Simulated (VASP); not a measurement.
# Mg in VASP: a series of runs

Runs on Mg. Level: r2SCAN. Tasks: relaxation of cell and atoms, single point.

Program: VASP 6.6.1. These are calculated values, not measurements. Logs are shortened: lines on timing, memory, paths and dates and some standing lists are left out, and cuts for length are marked.

## Step 1: The cell of the first run

It takes space group R-3m (No. 166, trigonal). The conventional cell has a = 3.128 Å, b = 3.128 Å, c = 8.055 Å, α = 90.00°, β = 90.00°, γ = 120.00°. Within 4.1 Å of Mg (site symmetry -3m) lie 12 Mg at 3.13 to 3.24 Å.

## Step 2: Relaxation of cell and atoms, r2SCAN

The input, POSCAR:

```
Mg
1.0
    1.5640318474      0.9029942081      2.6850413081
   -1.5640318474      0.9029942081      2.6850413081
    0.0000000000     -1.8059884162      2.6850413081
Mg
1
Direct
    0.5000000000      0.5000000000      0.5000000000
```

The input, INCAR.step1:

```
SYSTEM = Mg
ALGO     = Normal         ! electronic algorithm
EDIFF    = 1E-4           ! SCF threshold, eV
ENCUT    = 600            ! plane-wave cutoff, eV
GGA      = PE             ! functional
ISMEAR   = 0              ! smearing method
LASPH    = .True.         ! aspherical terms in the spheres
LCHARG   = .False.        ! write CHGCAR
LREAL    = .False.        ! projectors in reciprocal space
LWAVE    = .True.         ! write WAVECAR
NELM     = 80             ! most SCF steps
PREC     = Accurate       ! precision mode
SIGMA    = 0.1            ! smearing width, eV
```

The input, INCAR.step2:

```
SYSTEM = Mg
ALGO     = Normal         ! electronic algorithm
EDIFF    = 1E-6           ! SCF threshold, eV
EDIFFG   = -0.01          ! ionic threshold
ENCUT    = 600            ! plane-wave cutoff, eV
IBRION   = 2              ! ionic algorithm
ISIF     = 3              ! what is computed and relaxed
ISMEAR   = 0              ! smearing method
ISTART   = 1            
LASPH    = .True.         ! aspherical terms in the spheres
LCHARG   = .False.        ! write CHGCAR
LMIXTAU  = .True.       
LREAL    = .False.        ! projectors in reciprocal space
LWAVE    = .False.        ! write WAVECAR
METAGGA  = R2SCAN         ! meta-GGA
NELM     = 80             ! most SCF steps
NSW      = 100            ! ionic steps
PREC     = Accurate       ! precision mode
SIGMA    = 0.1            ! smearing width, eV
```

The input, KPOINTS:

```
k-points
0
Gamma
  21 21 21
  0 0 0
```

Potentials or basis: VASP PAW PBE potentials, release 64 (Mg).

Command:

```sh
$ cat potpaw_PBE.64/Mg/POTCAR > POTCAR
$ cp INCAR.step1 INCAR
$ mpirun -np 1 vasp_std > vasp.out
$ cp INCAR.step2 INCAR
$ mpirun -np 1 vasp_std > vasp.out
```

OUTCAR:

```text
SYSTEM = Mg
   EDIFF = 1E-6
   EDIFFG = -0.01
   ENCUT = 600
   IBRION = 2
   ISIF = 3
   ISMEAR = 0
   ISTART = 1
   LASPH = .True.
   LREAL = .False.
   METAGGA = R2SCAN
   NELM = 80
   NSW = 100
   PREC = Accurate

 ion  position               nearest neighbor table
   1  0.500  0.500  0.500-

  LATTYP: Found a trigonal (rhomboedric) cell.
 ALAT       =     3.2358987910
 COS(alpha) =     0.5327693545

  Lattice vectors:

 A1 = (   1.5640318474,   0.9029942081,   2.6850413081)
 A2 = (  -1.5640318474,   0.9029942081,   2.6850413081)
 A3 = (   0.0000000000,  -1.8059884162,   2.6850413081)

Analysis of symmetry for initial positions (statically):
=====================================================================
 Subroutine PRICEL returns:
 Original cell was already a primitive cell.

 Routine SETGRP: Setting up the symmetry group for a
 trigonal (rhombohedral) supercell.

 Subroutine GETGRP returns: Found 12 space group operations
 (whereof 12 operations were pure point group operations)
 out of a pool of 12 trial point group operations.

The static configuration has the point symmetry D_3d.

Analysis of symmetry for dynamics (positions and initial velocities):
=====================================================================
 Subroutine PRICEL returns:
 Original cell was already a primitive cell.

 Routine SETGRP: Setting up the symmetry group for a
 trigonal (rhombohedral) supercell.

 Subroutine GETGRP returns: Found 12 space group operations
 (whereof 12 operations were pure point group operations)
 out of a pool of 12 trial point group operations.

The dynamic configuration has the point symmetry D_3d.

 Subroutine INISYM returns: Found 12 space group operations
 (whereof 12 operations are pure point group operations),
 and found     1 'primitive' translations

----------------------------------------------------------------------------------------

                                     Primitive cell

  volume of cell :      22.7527

  direct lattice vectors                    reciprocal lattice vectors
     1.564031847  0.902994208  2.685041308     0.319686585  0.184571136  0.124144583
    -1.564031847  0.902994208  2.685041308    -0.319686585  0.184571136  0.124144583
     0.000000000 -1.805988416  2.685041308     0.000000000 -0.369142272  0.124144583

  length of vectors
     3.235898791  3.235898791  3.235898791     0.389458463  0.389458463  0.389458463

  position of ions in fractional coordinates (direct lattice)
     0.500000000  0.500000000  0.500000000

  ion indices of the primitive-cell ions
   primitive index   ion index
                 1           1

----------------------------------------------------------------------------------------

 KPOINTS: k-points

Automatic generation of k-mesh.
 Grid dimensions read from file:
 generate k-points for:   21   21   21

 Generating k-lattice:

  Cartesian coordinates                     Fractional coordinates (reciprocal lattice)
     0.015223171  0.008789102  0.005911647     0.047619048  0.000000000  0.000000000
    -0.015223171  0.008789102  0.005911647     0.000000000  0.047619048  0.000000000
     0.000000000 -0.017578203  0.005911647     0.000000000  0.000000000  0.047619048

  Length of vectors
     0.018545641  0.018545641  0.018545641

  Shift w.r.t. Gamma in fractional coordinates (k-lattice)
     0.000000000  0.000000000  0.000000000

 Subroutine IBZKPT returns following result:
 ===========================================

 Found    891 irreducible k-points:

 Following reciprocal coordinates:
            Coordinates               Weight
  0.000000  0.000000  0.000000      1.000000
  0.047619 -0.000000  0.000000      6.000000
  0.095238 -0.000000  0.000000      6.000000
  0.142857 -0.000000  0.000000      6.000000
  0.190476 -0.000000  0.000000      6.000000
  0.238095 -0.000000  0.000000      6.000000
[... 16 lines left out ...]
 -0.428571  0.047619 -0.000000     12.000000
 -0.380952  0.047619 -0.000000     12.000000
 [... further k-points ...]
   k-points           NKPTS =    891   k-points in BZ     NKDIM =    891   number of bands    NBANDS=      5
   number of dos      NEDOS =    301   number of ions     NIONS =      1
   total plane-waves  NPLWV =  21952
   dimension x,y,z NGX =    28 NGY =   28 NGZ =   28
   dimension x,y,z NGXF=    56 NGYF=   56 NGZF=   56
   ions per type =               1
   NGX,Y,Z   is equivalent  to a cutoff of  14.39, 14.39, 14.39 a.u.
   NGXF,Y,Z  is equivalent  to a cutoff of  28.77, 28.77, 28.77 a.u.
 SYSTEM =  Mg
   PREC   = accura    normal or accurate (medium, high low for compatibility)
   ISTART =      1    job   : 0-new  1-cont  2-samecut
   ICHARG =      0    charge: 1-file 2-atom 10-const
   ISPIN  =      1    spin polarized calculation?
   LNONCOLLINEAR =      F non collinear calculations
   LSORBIT =      F    spin-orbit coupling
   LASPH  =      T    aspherical Exc in radial PAW
   ENCUT  =  600.0 eV  44.10 Ry    6.64 a.u.   6.46  6.46  6.46*2*pi/ulx,y,z
   NELM   =     80;   NELMIN=  2; NELMDL=  0     # of ELM steps
   EDIFF  = 0.1E-05   stopping-criterion for ELM
   LREAL  =      F    real-space projection
   EDIFFG = -.1E-01   stopping-criterion for IOM
   NSW    =    100    number of steps for IOM
   IBRION =      2    ionic relax: 0-MD 1-quasi-New 2-CG
   NFREE  =      1    steps in history (QN), initial steepest desc. (CG)
   ISIF   =      3    stress and relaxation
   ISYM   =      2    0-nonsym 1-usesym 2-fastsym
   POTIM  = 0.5000    time-step for ionic-motion
   TEBEG  =    0.0;   TEEND  =   0.0 temperature during run
   PSTRESS=    0.0 pullay stress
   NELECT =       2.0000    total number of electrons
   NUPDOWN=      -1.0000    fix difference up-down
   EMIN   =  10.00;   EMAX   =-10.00  energy-range for DOS
   EFERMI =   0.00;   METHOD = LEGACY
   ISMEAR =     0;   SIGMA  =   0.10  broadening in eV -4-tet -1-fermi 0-gaus
   EFERMI_NEDOS =   21; number of points for ismear=-14 and -15
   IALGO  =     38    algorithm
   IMIX   =      4    mixing-type and parameters
     AMIX     =   0.40;   BMIX     =  1.00
     AMIX_MAG =   1.60;   BMIX_MAG =  1.00
  volume/ion in A,a.u.               =      22.75       153.54
  Fermi-wavevector in a.u.,A,eV,Ry     =   0.727904  1.375538  7.208962  0.529844
  Thomas-Fermi vector in A             =   1.819244
   LORBIT       =      0    0 simple, 1 ext, 2 COOP (PROOUT), +10 PAW based schemes
   METAGGA = R2SCAN    functional components
   LHFCALC =     F    Hartree Fock is set to
   AEXX    =    0.0000 exact exchange contribution
   IVDW    =     0    specifies the selected vdW correction
   LEPSILON=     F    determine dielectric tensor
   LRPA    =     F    only Hartree local field effects (RPA)
 conjugate gradient relaxation of ions
 non-spin polarized calculation
 Gauss-broadening in eV      SIGMA  =   0.10
  energy-cutoff  :      600.00
  volume of cell :       22.75
 maximum number of plane-waves:       774
 NGX is ok and might be reduce to    28
   NGX = 13   NGY = 13   NGZ = 13

--------------------------------------- Ionic step        1  -------------------------------------------

 number of electron       2.0000000 magnetization

 Free energy of the ion-electron system (eV)
  ---------------------------------------------------
  ext. energy  EPLUGINS =         0.00000000
  ---------------------------------------------------
  free energy    TOTEN  =        -4.12456456 eV

  energy without entropy =       -4.12270423  energy(sigma->0) =       -4.12363439

------------------------ aborting loop because EDIFF is reached ----------------------------------------

  FORCE on cell =-STRESS in cart. coord.  units (eV):
  Direction    XX          YY          ZZ          XY          YZ          ZX
  --------------------------------------------------------------------------------------
  -------------------------------------------------------------------------------------
  Total        0.1163419      0.1163419     -0.3140830      0.0000000      0.0000000      0.0000000
  in kB        8.1924526      8.1924526    -22.1167984      0.0000000      0.0000000      0.0000000
  external PRESSURE =      -1.9106311 kB  Pullay stress =       0.0000000 kB
[... 195 lines left out ...]
  energy  without entropy=       -4.1286417437  energy(sigma->0) =       -4.12982677

--------------------------------------- Ionic step        7  -------------------------------------------

 number of electron       2.0000000 magnetization

 Free energy of the ion-electron system (eV)
  ---------------------------------------------------
  ext. energy  EPLUGINS =         0.00000000
  ---------------------------------------------------
  free energy    TOTEN  =        -4.13102316 eV

  energy without entropy =       -4.12864212  energy(sigma->0) =       -4.12983264

 E-fermi :   2.7105     XC(G=0):  -9.0965

 val. band max:        2.7098926781   @ k =  -0.4286   0.1905   0.1429
 cond. band min:       2.7136868614   @ k =  -0.3810   0.2381   0.0476
 fundamental gap:      0.0037941833
 Fermi energy:         2.7105466978

 k-point     1 :       0.0000    0.0000    0.0000
  band No.  band energies     occupation
      1      -4.7329      2.00000
      2      15.9908      0.00000
      3      16.0309      0.00000
      4      16.0309      0.00000
      5      18.3259      0.00000

 k-point     2 :       0.0476   -0.0000    0.0000
  band No.  band energies     occupation
      1      -4.6786      2.00000
      2      15.0389      0.00000
      3      15.8739      0.00000
      4      15.9091      0.00000
      5      18.3108      0.00000
[... 169 lines left out ...]
 k-point    24 :      -0.3810    0.0476   -0.0000
  band No.  band energies     occupation
      1      -0.9864      2.00000
      2       3.7673      0.00000
      3      13.4814      0.00000
      4      15.0904      0.00000
      5      16.1723      0.00000

 [... further k-points ...]
[... 5 lines left out ...]
  --------------------------------------------------------------------------------------
  -------------------------------------------------------------------------------------
  Total        0.0032406      0.0032406     -0.0041347     -0.0000000      0.0000000      0.0000000
  in kB        0.2299711      0.2299711     -0.2934232     -0.0000000      0.0000000      0.0000000
  external PRESSURE =       0.0555064 kB  Pullay stress =       0.0000000 kB
[... 16 lines left out ...]
  FREE ENERGIE OF THE ION-ELECTRON SYSTEM (eV)
  ---------------------------------------------------
  free  energy   TOTEN  =        -4.1310231572 eV

  energy  without entropy=       -4.1286421233  energy(sigma->0) =       -4.12983264

 reached required accuracy - stopping structural energy minimisation
```

Wall time 21 min (1 thread of Intel Xeon 8259CL, shared host); peak memory 0.31 GiB.

What came out:

```
Free energy                           : -4.1310 eV
Relaxed volume                        : 22.58 Å³/atom
Relaxed cell                          : a = 3.174 Å, b = 3.174 Å, c = 3.174 Å, α = 59.94°, β = 59.94°, γ = 59.94°
Space group after relaxing (to 0.1 Å) : Fm-3m (No. 225)
Energy gained by relaxing             : 6.5 meV/atom
Ionic steps                           : 7
Pressure after relaxing               : 0.0 GPa
Band gap on the k mesh                : zero (bands 1 and 2 overlap by 2.22 eV)
```

Step by step:
```tsv
step	energy change (eV)	largest force (eV/Å)	pressure (GPa)	volume (Å³)
1	0.0000	0.0000	-0.19	22.75
2	-0.0045	0.0000	-0.11	22.66
3	-0.0064	0.0000	0.11	22.50
4	-0.0064	0.0000	0.09	22.52
5	-0.0064	0.0000	0.09	22.53
6	-0.0064	0.0000	0.08	22.53
7	-0.0065	0.0000	0.01	22.58
```

Final structure:
```
CELL_PARAMETERS angstrom
1.58548 0.91538 2.59268
-1.58548 0.91538 2.59268
0.00000 -1.83075 2.59268
ATOMIC_POSITIONS crystal
Mg 0.50000 0.50000 0.50000
```

Caveat: the PAW data sets were made with another functional, which shifts forces and pressure a little.

## Step 3: Single point, r2SCAN

The input, POSCAR:

```
Mg
1.0
    1.5898668813      0.9179100719      2.5958416825
   -1.5898668813      0.9179100719      2.5958416825
    0.0000000000     -1.8358201438      2.5958416825
Mg
1
Direct
    0.5000000000      0.5000000000      0.5000000000
```

The input, INCAR.step1:

```
SYSTEM = Mg
PREC     = Accurate       ! precision mode
ENCUT    = 520            ! plane-wave cutoff, eV
ISMEAR   = 0              ! smearing method
SIGMA    = 0.1            ! smearing width, eV
LREAL    = .False.        ! projectors in reciprocal space
LASPH    = .True.         ! aspherical terms in the spheres
NELM     = 60             ! most SCF steps
NBANDS   = 7              ! bands
GGA      = PE             ! functional
ALGO     = Normal         ! electronic algorithm
EDIFF    = 1E-4           ! SCF threshold, eV
LWAVE    = .True.         ! write WAVECAR
LCHARG   = .False.        ! write CHGCAR
```

The input, INCAR.step2:

```
SYSTEM = Mg
PREC     = Accurate       ! precision mode
ENCUT    = 520            ! plane-wave cutoff, eV
EDIFF    = 1E-6           ! SCF threshold, eV
ISMEAR   = 0              ! smearing method
SIGMA    = 0.1            ! smearing width, eV
LREAL    = .False.        ! projectors in reciprocal space
LASPH    = .True.         ! aspherical terms in the spheres
NELM     = 60             ! most SCF steps
ALGO     = Normal         ! electronic algorithm
ISIF     = 2              ! what is computed and relaxed
LWAVE    = .False.        ! write WAVECAR
LCHARG   = .True.         ! write CHGCAR
METAGGA  = R2SCAN         ! meta-GGA
LMIXTAU  = .True.       
LELF     = .True.         ! ELF
LVHAR    = .True.       
NBANDS   = 7              ! bands
ISTART   = 1
```

The input, KPOINTS:

```
regular mesh
0
Gamma
  21 21 21
  0 0 0
```

Potentials or basis: VASP PAW PBE potentials, release 64 (Mg).

Command:

```sh
$ cat potpaw_PBE.64/Mg/POTCAR > POTCAR
$ cp INCAR.step1 INCAR
$ mpirun -np 1 vasp_std > vasp.out
$ cp INCAR.step2 INCAR
$ mpirun -np 1 vasp_std > vasp.out
```

Run time: 11 min. Hardware: 1 thread of Oxide Virtual Turin-like, shared host; peak memory 0.23 GiB.

Results (log left out):

```
Free energy            : -4.1308 eV
Pressure               : -0.3 GPa
Band gap on the k mesh : zero (bands 1 and 2 overlap by 2.20 eV)
```

Levels at points of the mesh, in eV from the Fermi level:
```tsv
k point	band 1	band 2	band 3	band 4
(0.00, 0.00, 0.00)	-7.41	13.26	13.26	13.27
```

Caveat: the PAW data sets were made with another functional, which shifts forces and pressure a little.
